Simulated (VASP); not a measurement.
Input of a VASP 6.6.1 run:

Contents of INCAR:

```
  ALGO = Normal
  EDIFF = 1E-6
  ENCUT = 520
  GGA = PE
  ISIF = 2
  ISMEAR = 0
  LASPH = T
  LCHARG = T
  LELF = T
  LREAL = F
  LVHAR = T
  LWAVE = F
  NBANDS = 50
  NELM = 100
  PREC = Accurate
  SIGMA = 0.15
```

KPOINTS

```
k-points
0
Gamma
  3 3 2
```

POSCAR

```
TaCl3F
1.0
    6.0821664166     -3.3826498302     -0.0026031738
    6.0821664166      3.3826498302     -0.0026031738
   -5.5398680342      0.0000000000      6.2822709798
Ta Cl F
2 6 2
Direct
    0.2157823881      0.7779769248     -0.0031410062
    0.7779769248      0.2157823881     -0.0031410062
    0.9958254516      0.4984903181      0.7140557257
    0.4984903181      0.9958254516      0.7140557257
    0.0291528525      0.0291528525      0.7999549840
    0.9659351382      0.9659351382      0.1954939179
    0.4809097555      0.4809097555      0.1794889607
    0.5358880114      0.5358880114      0.8401491933
    0.4252720565      0.9767671032      0.2255417525
    0.9767671032      0.4252720565      0.2255417525
```

Potentials or basis: VASP PAW PBE potentials, release 64 (Ta_pv, Cl, F).

Command:

```bash
$ cat potpaw_PBE.64/Ta_pv/POTCAR potpaw_PBE.64/Cl/POTCAR potpaw_PBE.64/F/POTCAR > POTCAR
$ mpirun -np 1 vasp_std > vasp.out
```

Predict the band gap on the k mesh.

1.55 eV (least direct gap 1.58 eV).

Estimate the largest force.

0.255 eV/Å.

Stress tensor (GPa, compression positive):
```
0.71 0.00 0.25
0.00 0.21 0.00
0.25 0.00 0.71
```

Caveat: spin-orbit coupling is left out, which moves the levels of the heavy elements; this functional lacks dispersion, which binds layers or chains, so the pressure and a relaxed spacing across them are unreliable. A k mesh can miss the band edges.
